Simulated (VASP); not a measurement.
# K2S (Fm-3m) in VASP: settings compared

Aim: see how the results for K2S move with the level of theory and the settings. Levels: r2SCAN, HSE06. Tasks: single point.

All numbers are computed with VASP 6.6.1; they aren't measurements. Logs are shortened: lines on timing, memory, paths and dates and some standing lists are left out, and cuts for length are marked.

## Step 1: The cell of the first run

The structure is cubic, space group Fm-3m (No. 225). Conventional cell: a = 7.624 Å, b = 7.624 Å, c = 7.624 Å, α = 90.00°, β = 90.00°, γ = 90.00°. Within 4.3 Å of K (site symmetry -43m) lie 4 S at 3.30 Å and 6 K at 3.81 Å. Within 4.3 Å of S (site symmetry m-3m) lie 8 K at 3.30 Å.

## Step 2: Single point, r2SCAN (strain +3.0%)

POSCAR reads:

```
K2S
1.0
    0.0000000000      3.8119488923      3.8119488923
    3.8119488923      0.0000000000      3.8119488923
    3.8119488923      3.8119488923      0.0000000000
K S
2 1
Direct
    0.2500000000      0.2500000000      0.2500000000
    0.7500000000      0.7500000000      0.7500000000
    0.0000000000      0.0000000000      0.0000000000
```

INCAR.step1 reads:

```
SYSTEM = K2S
PREC     = Accurate       ! precision mode
ENCUT    = 550            ! plane-wave cutoff, eV
ISMEAR   = 0              ! smearing method
SIGMA    = 0.01           ! smearing width, eV
LREAL    = .FALSE.        ! projectors in reciprocal space
LASPH    = .TRUE.         ! aspherical terms in the spheres
NELM     = 120            ! most SCF steps
NBANDS   = 19             ! bands
GGA      = PE             ! functional
ALGO     = Normal         ! electronic algorithm
EDIFF    = 1E-5           ! SCF threshold, eV
LWAVE    = .TRUE.         ! write WAVECAR
LCHARG   = .FALSE.        ! write CHGCAR
GGA_COMPAT= .FALSE.
```

INCAR.step2 reads:

```
SYSTEM = K2S
PREC     = Accurate       ! precision mode
ENCUT    = 550            ! plane-wave cutoff, eV
EDIFF    = 1E-6           ! SCF threshold, eV
ISMEAR   = 0              ! smearing method
SIGMA    = 0.01           ! smearing width, eV
LREAL    = .FALSE.        ! projectors in reciprocal space
LASPH    = .TRUE.         ! aspherical terms in the spheres
NELM     = 120            ! most SCF steps
ALGO     = Normal         ! electronic algorithm
ISIF     = 2              ! what is computed and relaxed
LWAVE    = .FALSE.        ! write WAVECAR
LCHARG   = .TRUE.         ! write CHGCAR
METAGGA  = R2SCAN         ! meta-GGA
LMIXTAU  = .TRUE.       
LELF     = .TRUE.         ! ELF
LVHAR    = .TRUE.       
NBANDS   = 19             ! bands
ISTART   = 1            
GGA_COMPAT= .FALSE.
```

KPOINTS reads:

```
Automatic mesh
0
G
  6 6 6
  0 0 0
```

Potentials or basis: VASP PAW PBE potentials, release 64 (K_sv, S).

Command:

```
$ cat potpaw_PBE.64/K_sv/POTCAR potpaw_PBE.64/S/POTCAR > POTCAR
$ cp INCAR.step1 INCAR
$ mpirun -np 1 vasp_std > vasp.out
$ cp INCAR.step2 INCAR
$ mpirun -np 1 vasp_std > vasp.out
```

OUTCAR:

```text
SYSTEM = K2S
   PREC = Accurate
   ENCUT = 550
   EDIFF = 1E-6
   ISMEAR = 0
   LREAL = .FALSE.
   LASPH = .TRUE.
   NELM = 120
   ISIF = 2
   METAGGA = R2SCAN
   ISTART = 1

 ion  position               nearest neighbor table
   1  0.250  0.250  0.250-   3 3.30   3 3.30   3 3.30   3 3.30
   2  0.750  0.750  0.750-   3 3.30   3 3.30   3 3.30   3 3.30
   3  0.000  0.000  0.000-   2 3.30   2 3.30   2 3.30   1 3.30   2 3.30   1 3.30   1 3.30   1 3.30

  LATTYP: Found a face centered cubic cell.
 ALAT       =     7.6238977846

  Lattice vectors:

 A1 = (   0.0000000000,   3.8119488923,   3.8119488923)
 A2 = (   3.8119488923,   0.0000000000,   3.8119488923)
 A3 = (   3.8119488923,   3.8119488923,   0.0000000000)

Analysis of symmetry for initial positions (statically):
=====================================================================
 Subroutine PRICEL returns:
 Original cell was already a primitive cell.

 Routine SETGRP: Setting up the symmetry group for a
 face centered cubic supercell.

 Subroutine GETGRP returns: Found 48 space group operations
 (whereof 48 operations were pure point group operations)
 out of a pool of 48 trial point group operations.

The static configuration has the point symmetry O_h .

Analysis of symmetry for dynamics (positions and initial velocities):
=====================================================================
 Subroutine PRICEL returns:
 Original cell was already a primitive cell.

 Routine SETGRP: Setting up the symmetry group for a
 face centered cubic supercell.

 Subroutine GETGRP returns: Found 48 space group operations
 (whereof 48 operations were pure point group operations)
 out of a pool of 48 trial point group operations.

The dynamic configuration has the point symmetry O_h .

 Subroutine INISYM returns: Found 48 space group operations
 (whereof 48 operations are pure point group operations),
 and found     1 'primitive' translations

----------------------------------------------------------------------------------------

                                     Primitive cell

  volume of cell :     110.7825

  direct lattice vectors                    reciprocal lattice vectors
     0.000000000  3.811948892  3.811948892    -0.131166501  0.131166501  0.131166501
     3.811948892  0.000000000  3.811948892     0.131166501 -0.131166501  0.131166501
     3.811948892  3.811948892  0.000000000     0.131166501  0.131166501 -0.131166501

  length of vectors
     5.390909823  5.390909823  5.390909823     0.227187045  0.227187045  0.227187045

  position of ions in fractional coordinates (direct lattice)
     0.250000000  0.250000000  0.250000000
     0.750000000  0.750000000  0.750000000
     0.000000000  0.000000000  0.000000000

  ion indices of the primitive-cell ions
   primitive index   ion index
                 1           1
                 2           2
                 3           3

----------------------------------------------------------------------------------------

 KPOINTS: Automatic mesh

Automatic generation of k-mesh.
 Grid dimensions read from file:
 generate k-points for:    6    6    6

 Generating k-lattice:

  Cartesian coordinates                     Fractional coordinates (reciprocal lattice)
    -0.021861084  0.021861084  0.021861084     0.166666667  0.000000000  0.000000000
     0.021861084 -0.021861084  0.021861084     0.000000000  0.166666667  0.000000000
     0.021861084  0.021861084 -0.021861084     0.000000000  0.000000000  0.166666667

  Length of vectors
     0.037864507  0.037864507  0.037864507

  Shift w.r.t. Gamma in fractional coordinates (k-lattice)
     0.000000000  0.000000000  0.000000000

 Subroutine IBZKPT returns following result:
 ===========================================

 Found     16 irreducible k-points:

 Following reciprocal coordinates:
            Coordinates               Weight
  0.000000  0.000000  0.000000      1.000000
  0.166667  0.000000  0.000000      8.000000
  0.333333  0.000000  0.000000      8.000000
  0.500000  0.000000  0.000000      4.000000
  0.166667  0.166667  0.000000      6.000000
  0.333333  0.166667  0.000000     24.000000
[... 8 lines left out ...]
 -0.333333  0.333333  0.166667     24.000000
 -0.333333  0.500000  0.166667     12.000000
   k-points           NKPTS =     16   k-points in BZ     NKDIM =     16   number of bands    NBANDS=     19
   number of dos      NEDOS =    301   number of ions     NIONS =      3
   total plane-waves  NPLWV =  74088
   dimension x,y,z NGX =    42 NGY =   42 NGZ =   42
   dimension x,y,z NGXF=    84 NGYF=   84 NGZF=   84
   ions per type =               2   1
   NGX,Y,Z   is equivalent  to a cutoff of  12.95, 12.95, 12.95 a.u.
   NGXF,Y,Z  is equivalent  to a cutoff of  25.90, 25.90, 25.90 a.u.
 SYSTEM =  K2S
   PREC   = accura    normal or accurate (medium, high low for compatibility)
   ISTART =      1    job   : 0-new  1-cont  2-samecut
   ICHARG =      0    charge: 1-file 2-atom 10-const
   ISPIN  =      1    spin polarized calculation?
   LNONCOLLINEAR =      F non collinear calculations
   LSORBIT =      F    spin-orbit coupling
   LASPH  =      T    aspherical Exc in radial PAW
   ENCUT  =  550.0 eV  40.42 Ry    6.36 a.u.  10.31 10.31 10.31*2*pi/ulx,y,z
   NELM   =    120;   NELMIN=  2; NELMDL=  0     # of ELM steps
   EDIFF  = 0.1E-05   stopping-criterion for ELM
   LREAL  =      F    real-space projection
   EDIFFG = 0.1E-04   stopping-criterion for IOM
   NSW    =      0    number of steps for IOM
   IBRION =     -1    ionic relax: 0-MD 1-quasi-New 2-CG
   NFREE  =      0    steps in history (QN), initial steepest desc. (CG)
   ISIF   =      2    stress and relaxation
   ISYM   =      2    0-nonsym 1-usesym 2-fastsym
   POTIM  = 0.5000    time-step for ionic-motion
   TEBEG  =    0.0;   TEEND  =   0.0 temperature during run
   PSTRESS=    0.0 pullay stress
   NELECT =      24.0000    total number of electrons
   NUPDOWN=      -1.0000    fix difference up-down
   EMIN   =  10.00;   EMAX   =-10.00  energy-range for DOS
   EFERMI =   0.00;   METHOD = LEGACY
   ISMEAR =     0;   SIGMA  =   0.01  broadening in eV -4-tet -1-fermi 0-gaus
   EFERMI_NEDOS =   21; number of points for ismear=-14 and -15
   IALGO  =     38    algorithm
   IMIX   =      4    mixing-type and parameters
     AMIX     =   0.40;   BMIX     =  1.00
     AMIX_MAG =   1.60;   BMIX_MAG =  1.00
  volume/ion in A,a.u.               =      36.93       249.20
  Fermi-wavevector in a.u.,A,eV,Ry     =   0.983229  1.858034 13.153296  0.966740
  Thomas-Fermi vector in A             =   2.114372
   LORBIT       =      0    0 simple, 1 ext, 2 COOP (PROOUT), +10 PAW based schemes
   METAGGA = R2SCAN    functional components
   LHFCALC =     F    Hartree Fock is set to
   AEXX    =    0.0000 exact exchange contribution
   IVDW    =     0    specifies the selected vdW correction
   LEPSILON=     F    determine dielectric tensor
   LRPA    =     F    only Hartree local field effects (RPA)
 non-spin polarized calculation
 Gauss-broadening in eV      SIGMA  =   0.01
  energy-cutoff  :      550.00
  volume of cell :      110.78
 maximum number of plane-waves:      3287
 NGX is ok and might be reduce to    42
   NGX = 21   NGY = 21   NGZ = 21

 number of electron      24.0000002 magnetization

 Free energy of the ion-electron system (eV)
  ---------------------------------------------------
  ext. energy  EPLUGINS =         0.00000000
  ---------------------------------------------------
  free energy    TOTEN  =       -23.77101363 eV

  energy without entropy =      -23.77101363  energy(sigma->0) =      -23.77101363

 E-fermi :  -0.7484     XC(G=0):  -7.3684

 val. band max:       -0.8752262978   @ k =   0.5000   0.5000   0.0000
 cond. band min:       1.6692044662   @ k =   0.0000   0.0000   0.0000
 fundamental gap:      2.5444307639
 Fermi energy:        -0.7483677541

 k-point     1 :       0.0000    0.0000    0.0000
  band No.  band energies     occupation
      1     -31.5144      2.00000
      2     -31.4585      2.00000
      3     -14.3067      2.00000
      4     -14.3067      2.00000
      5     -14.3067      2.00000
      6     -14.1268      2.00000
[... 11 lines left out ...]
     18       6.8216      0.00000
     19       7.7656      0.00000

 k-point     2 :       0.1667    0.0000    0.0000
  band No.  band energies     occupation
      1     -31.5105      2.00000
      2     -31.4621      2.00000
      3     -14.3013      2.00000
      4     -14.2960      2.00000
      5     -14.2960      2.00000
      6     -14.1558      2.00000
[... 11 lines left out ...]
     18       7.0245      0.00000
     19       7.2916      0.00000

 k-point     3 :       0.3333    0.0000    0.0000
  band No.  band energies     occupation
      1     -31.5000      2.00000
      2     -31.4721      2.00000
      3     -14.2919      2.00000
      4     -14.2658      2.00000
      5     -14.2658      2.00000
      6     -14.2105      2.00000
[... 11 lines left out ...]
     18       7.1924      0.00000
     19       7.1924      0.00000

 k-point     4 :       0.5000    0.0000    0.0000
  band No.  band energies     occupation
      1     -31.4859      2.00000
      2     -31.4858      2.00000
      3     -14.2891      2.00000
      4     -14.2349      2.00000
      5     -14.2254      2.00000
      6     -14.2254      2.00000
[... 11 lines left out ...]
     18       7.1687      0.00000
     19       7.2273      0.00000

 k-point     5 :       0.1667    0.1667    0.0000
  band No.  band energies     occupation
      1     -31.5096      2.00000
      2     -31.4630      2.00000
      3     -14.3178      2.00000
      4     -14.3178      2.00000
      5     -14.2504      2.00000
      6     -14.2114      2.00000
[... 11 lines left out ...]
     18       6.8325      0.00000
     19       6.8325      0.00000
[... 158 lines left out ...]
      2     -31.4763      2.00000
      3     -14.4490      2.00000
      4     -14.3506      2.00000
      5     -14.3506      2.00000
      6     -14.1000      2.00000
[... 11 lines left out ...]
     18       6.9429      0.00000
     19       7.0507      0.00000

 k-point    14 :       0.5000    0.3333    0.1667
  band No.  band energies     occupation
      1     -31.4951      2.00000
      2     -31.4765      2.00000
      3     -14.3794      2.00000
      4     -14.3351      2.00000
      5     -14.2799      2.00000
      6     -14.1743      2.00000
[... 11 lines left out ...]
     18       6.9761      0.00000
     19       7.5555      0.00000

 k-point    15 :      -0.3333    0.3333    0.1667
  band No.  band energies     occupation
      1     -31.4857      2.00000
      2     -31.4857      2.00000
      3     -14.4064      2.00000
      4     -14.3500      2.00000
      5     -14.2293      2.00000
      6     -14.2276      2.00000
[... 11 lines left out ...]
     18       6.7519      0.00000
     19       7.4639      0.00000

 k-point    16 :      -0.3333    0.5000    0.1667
  band No.  band energies     occupation
      1     -31.4903      2.00000
      2     -31.4810      2.00000
      3     -14.4362      2.00000
      4     -14.3640      2.00000
      5     -14.2894      2.00000
      6     -14.1641      2.00000
[... 11 lines left out ...]
     18       6.9212      0.00000
     19       7.1258      0.00000

------------------------ aborting loop because EDIFF is reached ----------------------------------------

  FORCE on cell =-STRESS in cart. coord.  units (eV):
  Direction    XX          YY          ZZ          XY          YZ          ZX
  --------------------------------------------------------------------------------------
  -------------------------------------------------------------------------------------
  Total       -0.9989785     -0.9989785     -0.9989785     -0.0000000      0.0000000      0.0000000
  in kB      -14.4475939    -14.4475939    -14.4475939     -0.0000000      0.0000000      0.0000000
  external PRESSURE =     -14.4475939 kB  Pullay stress =       0.0000000 kB

 VOLUME and BASIS-vectors are now :
 -----------------------------------------------------------------------------
  energy-cutoff  :      550.00
  volume of cell :      110.78
      direct lattice vectors                 reciprocal lattice vectors
     0.000000000  3.811948892  3.811948892    -0.131166501  0.131166501  0.131166501
     3.811948892  0.000000000  3.811948892     0.131166501 -0.131166501  0.131166501
     3.811948892  3.811948892  0.000000000     0.131166501  0.131166501 -0.131166501

 POSITION                                       TOTAL-FORCE (eV/Angst)
 -----------------------------------------------------------------------------------
      1.90597      1.90597      1.90597        -0.000000      0.000000      0.000000
      5.71792      5.71792      5.71792        -0.000000      0.000000     -0.000000
      0.00000      0.00000      0.00000         0.000000     -0.000000      0.000000
 -----------------------------------------------------------------------------------
    total drift:                               -0.000000     -0.000000     -0.000000

  FREE ENERGIE OF THE ION-ELECTRON SYSTEM (eV)
  ---------------------------------------------------
  free  energy   TOTEN  =       -23.7710136280 eV

  energy  without entropy=      -23.7710136280  energy(sigma->0) =      -23.77101363
```

It took 78 s on 1 thread of Intel Xeon 6975P-C (Granite Rapids), shared host; peak memory 0.29 GiB.

Results:

| Quantity | Value |
| --- | --- |
| Free energy | -23.7710 eV |
| Pressure | -1.4 GPa |
| Band gap on the k mesh | 2.54 eV (least direct gap 2.67 eV) |

Caveat: the cell differs from its parent crystal (strain +3.0%); the PAW data sets were made with another functional, which shifts forces and pressure a little. A k mesh can miss the band edges.

## Step 3: Single point, HSE06 (strain -2.7%)

POSCAR reads:

```
K2S
1.0
    0.0000000000      3.6034858300      3.6034858300
    3.6034858300      0.0000000000      3.6034858300
    3.6034858300      3.6034858300      0.0000000000
K S
2 1
Direct
    0.2500000000      0.2500000000      0.2500000000
    0.7500000000      0.7500000000      0.7500000000
    0.0000000000      0.0000000000      0.0000000000
```

INCAR.step1 reads:

```
SYSTEM = K2S
PREC = Accurate ; ENCUT = 400
EDIFF = 1E-5 ; ISMEAR = 0
SIGMA = 0.01 ; LREAL = .False.
LASPH = .True. ; NELM = 120
ALGO = Normal ; ISIF = 2
LWAVE = .True. ; LCHARG = .False.
GGA = PE ; NBANDS = 19
GGA_COMPAT = .False.
```

INCAR.step2 reads:

```
SYSTEM = K2S
PREC = Accurate ; ENCUT = 400
EDIFF = 1E-6 ; ISMEAR = 0
SIGMA = 0.01 ; LREAL = .False.
LASPH = .True. ; NELM = 120
ALGO = Normal ; ISIF = 2
LWAVE = .False. ; LCHARG = .False.
GGA = PE ; LHFCALC = .True.
HFSCREEN = 0.2079 ; PRECFOCK = Normal
ISTART = 1 ; NBANDS = 19
GGA_COMPAT = .False.
```

KPOINTS reads:

```
regular mesh
0
Gamma
  4 4 4
  0 0 0
```

Potentials or basis: VASP PAW PBE potentials, release 64 (K_sv, S).

Command:

```
$ cat potpaw_PBE.64/K_sv/POTCAR potpaw_PBE.64/S/POTCAR > POTCAR
$ cp INCAR.step1 INCAR
$ mpirun -np 1 vasp_std > vasp.out
$ cp INCAR.step2 INCAR
$ mpirun -np 1 vasp_std > vasp.out
```

Run time: 5.9 min. Hardware: 1 thread of Intel Xeon 6975P-C (Granite Rapids), shared host; peak memory 0.31 GiB.

Results (log left out):

- Free energy: -10.7890 eV
- Pressure: 2.2 GPa
- Band gap on the k mesh: 3.54 eV (least direct gap 3.81 eV)

Levels at points of the mesh, in eV from the valence-band top:
```tsv
k point	band 8	band 9	band 10	band 11	band 12	band 13	band 14	band 15	band 16	band 17
(0.00, 0.00, 0.00)	-13.39	-10.69	-0.27	-0.27	-0.27	3.54	6.72	6.72	9.08	9.08
(0.50, 0.00, 0.00)	-13.54	-10.37	-0.69	-0.10	-0.10	5.90	6.49	7.10	7.10	9.15
(0.50, 0.50, 0.00)	-13.29	-10.30	-0.86	0.00	0.00	4.48	6.63	8.12	8.29	9.17
```

Caveat: the cell differs from its parent crystal (strain -2.7%); the PAW data sets were made with another functional, which shifts forces and pressure a little.

## Step 4: Single point, HSE06

This run uses another cell than the first one, of 33.84 Å³/atom.

POSCAR reads:

```
K2S
1.0
    0.0000000000      3.7027186909      3.7027186909
    3.7027186909      0.0000000000      3.7027186909
    3.7027186909      3.7027186909      0.0000000000
K S
2 1
Direct
    0.2500000000      0.2500000000      0.2500000000
    0.7500000000      0.7500000000      0.7500000000
    0.0000000000      0.0000000000      0.0000000000
```

INCAR.step1 reads:

```
  ALGO = Normal
  EDIFF = 1E-5
  ENCUT = 400
  GGA = PE
  GGA_COMPAT = False
  ISIF = 2
  ISMEAR = 0
  LASPH = True
  LCHARG = False
  LREAL = False
  LWAVE = True
  NBANDS = 19
  NELM = 120
  PREC = Accurate
  SIGMA = 0.01
```

INCAR.step2 reads:

```
  ALGO = Normal
  EDIFF = 1E-6
  ENCUT = 400
  GGA = PE
  GGA_COMPAT = False
  HFSCREEN = 0.2079
  ISIF = 2
  ISMEAR = 0
  ISTART = 1
  LASPH = True
  LCHARG = False
  LHFCALC = True
  LREAL = False
  LWAVE = False
  NBANDS = 19
  NELM = 120
  PREC = Accurate
  PRECFOCK = Normal
  SIGMA = 0.01
```

KPOINTS reads:

```
k-points
0
Gamma
  4 4 4
```

Command:

```
$ cat potpaw_PBE.64/K_sv/POTCAR potpaw_PBE.64/S/POTCAR > POTCAR
$ cp INCAR.step1 INCAR
$ mpirun -np 1 vasp_std > vasp.out
$ cp INCAR.step2 INCAR
$ mpirun -np 1 vasp_std > vasp.out
```

Wall time 5.6 min (1 thread of Intel Xeon 6975P-C (Granite Rapids), shared host); peak memory 0.32 GiB.

Results (log left out):

```
Free energy            : -10.8455 eV
Pressure               : 0.2 GPa
Band gap on the k mesh : 3.31 eV (least direct gap 3.49 eV)
```

Levels at points of the mesh, in eV from the valence-band top:
| k point | band 8 | band 9 | band 10 | band 11 | band 12 | band 13 | band 14 | band 15 | band 16 | band 17 |
| --- | --- | --- | --- | --- | --- | --- | --- | --- | --- | --- |
| (0.00, 0.00, 0.00) | -13.57 | -10.61 | -0.18 | -0.18 | -0.18 | 3.31 | 6.70 | 6.70 | 8.76 | 8.76 |
| (0.50, 0.00, 0.00) | -13.69 | -10.38 | -0.64 | -0.06 | -0.06 | 5.72 | 6.07 | 6.95 | 6.95 | 8.97 |
| (0.50, 0.50, 0.00) | -13.50 | -10.32 | -0.76 | 0.00 | 0.00 | 4.44 | 6.45 | 7.81 | 8.00 | 8.85 |

Caveat: the PAW data sets were made with another functional, which shifts forces and pressure a little.

## Step 5: Overview

| level | cell | k mesh | cutoff (eV) | grid for exact exchange (PRECFOCK) | share of exact exchange | screening parameter | gap on the mesh (eV) | pressure (GPa) |
| --- | --- | --- | --- | --- | --- | --- | --- | --- |
| r2SCAN | a = 5.391 Å, angles 60.0°, 3 atoms | 6 × 6 × 6 | 550 | - | - | - | 2.54 | -1.4 |
| HSE06 | a = 5.096 Å, angles 60.0°, 3 atoms | 4 × 4 × 4 | 400 | Normal | 0.25 | 0.2079 1/Å | 3.54 | 2.2 |
| HSE06 | a = 5.236 Å, angles 60.0°, 3 atoms | 4 × 4 × 4 | 400 | Normal | 0.25 | 0.2079 1/Å | 3.31 | 0.2 |

Alike in all rows: task single point; potentials or basis VASP PAW PBE potentials, release 64 (K_sv, S); no spin polarisation; smearing gaussian 0.01 eV.

Caveats: the PAW data sets were made with another functional, which shifts forces and pressure a little.

Absolute energies hang on the potentials; compare differences alone.
